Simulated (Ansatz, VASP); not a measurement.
## Two plane-wave programs on Pt

The input INCAR:

```
ALGO     = Normal         # electronic algorithm
EDIFF    = 1E-6           # SCF threshold, eV
ENCUT    = 520            # plane-wave cutoff, eV
GGA      = PS             # functional
ISIF     = 2              # what is computed and relaxed
ISMEAR   = 1              # smearing method
LASPH    = True           # aspherical terms in the spheres
LCHARG   = True           # write CHGCAR
LELF     = True           # ELF
LREAL    = False          # projectors in reciprocal space
LVHAR    = True         
LWAVE    = False          # write WAVECAR
NBANDS   = 11             # bands
NELM     = 60             # most SCF steps
PREC     = Accurate       # precision mode
SIGMA    = 0.1            # smearing width, eV
```

KPOINTS

```
k-points
0
Gamma
  35 35 35
```

File POSCAR:

```
Pt
1.0
    0.0000000000      1.9587894480      1.9587894480
    1.9587894480      0.0000000000      1.9587894480
    1.9587894480      1.9587894480      0.0000000000
Pt
1
Direct
    0.0000000000      0.0000000000      0.0000000000
```

Input for Ansatz:

```yaml
crystal:
  lattice:
    - [0.0, 1.958789448, 1.958789448]
    - [1.958789448, 0.0, 1.958789448]
    - [1.958789448, 1.958789448, 0.0]
  atoms:
    - { symbol: Pt, position: [0.0, 0.0, 0.0] }
kpoints:
  mp_grid: { grid: [35, 35, 35] }
scf:
  occupations: { method: cold, width: 0.1 }
hamiltonian:
  xc: pbesol
  pseudopotentials: { kind: paw, azcp: { folder: soft_1 } }
output:
  forces: true
  stress: true
  populations: false
```

Alike in both runs: task single point; functional PBEsol; k mesh 35 × 35 × 35; no spin polarisation.

|  | VASP | Ansatz |
| --- | --- | --- |
| version | VASP 6.6.1 | Ansatz 0.2.0 |
| potentials or method | VASP PAW PBE potentials, release 64 (Pt) | plane-wave PAW, scalar-relativistic |
| plane-wave cutoff (eV) | 520 | 420 |
| occupations | methfessel-paxton of order 1, width 0.1 eV | cold, width 0.1 eV |
| valence electrons in the cell | 10 | 18 |

|  | VASP | Ansatz | Ansatz less VASP |
| --- | --- | --- | --- |
| pressure (GPa) | -0.4 | 0.0 | +0.39 |

VASP's potentials were made for PBE, not for PBEsol, and Ansatz warns of the same on its side. VASP's potentials hold 10 valence electrons a cell and Ansatz's 18, so a difference there can come from the potentials and not from the codes.

Neither program's run includes spin-orbit coupling.
